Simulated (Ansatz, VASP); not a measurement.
## TaN in VASP and in Ansatz

INCAR

```
SYSTEM = TaN
  ALGO = Normal
  EDIFF = 1E-6
  ENCUT = 700
  GGA = PS
  GGA_COMPAT = .False.
  ISIF = 2
  ISMEAR = 0
  LASPH = .True.
  LCHARG = .True.
  LELF = .True.
  LREAL = .False.
  LVHAR = .True.
  LWAVE = .False.
  NBANDS = 16
  NELM = 120
  PREC = Accurate
  SIGMA = 0.1
```

KPOINTS

```
k-points
0
Gamma
  16 16 16
  0 0 0
```

Contents of POSCAR:

```
TaN
1.0
    0.0000000000      2.1790000000      2.1790000000
    2.1790000000      0.0000000000      2.1790000000
    2.1790000000      2.1790000000      0.0000000000
Ta N
1 1
Direct
    0.5000000000      0.5000000000      0.5000000000
    0.0000000000      0.0000000000      0.0000000000
```

Input for Ansatz:

```yaml
crystal:
  lattice:
    - [0.0, 2.179, 2.179]
    - [2.179, 0.0, 2.179]
    - [2.179, 2.179, 0.0]
  atoms:
    - { symbol: Ta, position: [0.5, 0.5, 0.5] }
    - { symbol: "N", position: [0.0, 0.0, 0.0] }
basis:
  ecutwfc: 420
kpoints:
  mp_grid: { grid: [16, 16, 16] }
hamiltonian:
  xc: pbesol
scf:
  occupations: { method: gaussian, width: 0.1 }
output:
  forces: true
  stress: true
  eigenvalues: true
  populations: true
```

Alike in both runs: task single point; functional PBEsol; k mesh 16 × 16 × 16; occupations gaussian, width 0.1 eV; no spin polarisation.

|  | VASP | Ansatz |
| --- | --- | --- |
| version | VASP 6.6.1 | Ansatz 0.2.0 |
| potentials or method | VASP PAW PBE potentials, release 64 (Ta_sv_GW, N), cutoff 700 eV | scalar-relativistic, plane waves, PAW |
| valence electrons in the cell | 18 | 18 |

```csv
,VASP,Ansatz,Ansatz less VASP
gap on the k mesh at the Fermi level (eV),none,none,-
pressure (GPa),4.5,4.5,-0.04
```

VASP's potentials were made for PBE, not for PBEsol. A gap of «none» marks a metal or a gap that the smearing closes.

Spin-orbit coupling is off throughout.
